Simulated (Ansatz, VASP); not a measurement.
CsBe: VASP beside Ansatz

```
Cs Be
1.0
     4.39350    0.00000    0.00000
     0.00000    4.39350    0.00000
     0.00000    0.00000    4.39350
Cs Be
1 1
Direct
  0.00000 0.00000 0.00000
  0.50000 0.50000 0.50000
```

Alike in both runs: functional PBE; k mesh 12 × 12 × 12; occupations gaussian, width 0.1 eV; no spin polarisation.

Ansatz relaxed the structure, and its values are those at the end. VASP's run is a single point on that final structure, the one shown.

|  | VASP | Ansatz |
| --- | --- | --- |
| version | VASP 6.6.1 | Ansatz 0.2.0 |
| potentials or method | VASP PAW PBE potentials, release 64 (Cs_sv, Be), cutoff 520 eV | scalar-relativistic, plane waves, PAW |
| valence electrons in the cell | 11 | 11 |

```csv
,VASP,Ansatz,Ansatz less VASP
gap on the k mesh at the Fermi level (eV),none,none,-
pressure (GPa),0.0,0.0,-0.01
```

A gap of «none» marks a metal or a gap that the smearing closes. With one functional, cell and mesh, what is left measures potentials, basis and numerics.

Spin-orbit coupling is off throughout.
